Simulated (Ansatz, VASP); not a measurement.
## CdSe in VASP and in Ansatz

```
Cd Se
1.0
     0.00000    3.06778    3.00643
     3.06778    0.00000    3.00643
     3.06778    3.06778    0.00000
Cd Se
1 1
Cartesian
  0.0000 0.0000 0.0000
  1.5339 1.5339 1.5032
```

Change from the starting cell: uniaxial_z strain -2.0%.

Alike in both runs: task single point; functional PBE; k mesh 8 × 8 × 8; occupations fermi-dirac, width 0.02 eV; no spin polarisation.

|  | VASP | Ansatz |
| --- | --- | --- |
| version | VASP 6.6.1 | Ansatz 0.2.0 |
| potentials or method | VASP PAW PBE potentials, release 64 (Cd, Se) | plane waves, PAW |
| plane-wave cutoff (eV) | 500 | 420 |
| valence electrons in the cell | 18 | 36 |

|  | VASP | Ansatz | Ansatz less VASP |
| --- | --- | --- | --- |
| pressure (GPa) | 2.8 | 2.5 | -0.32 |
| traceless stress, the component that is largest in VASP (GPa) | 0.19 | 0.19 | +0.004 |

VASP's potentials hold 18 valence electrons a cell and Ansatz's 36, so a difference there can come from the potentials and not from the codes.
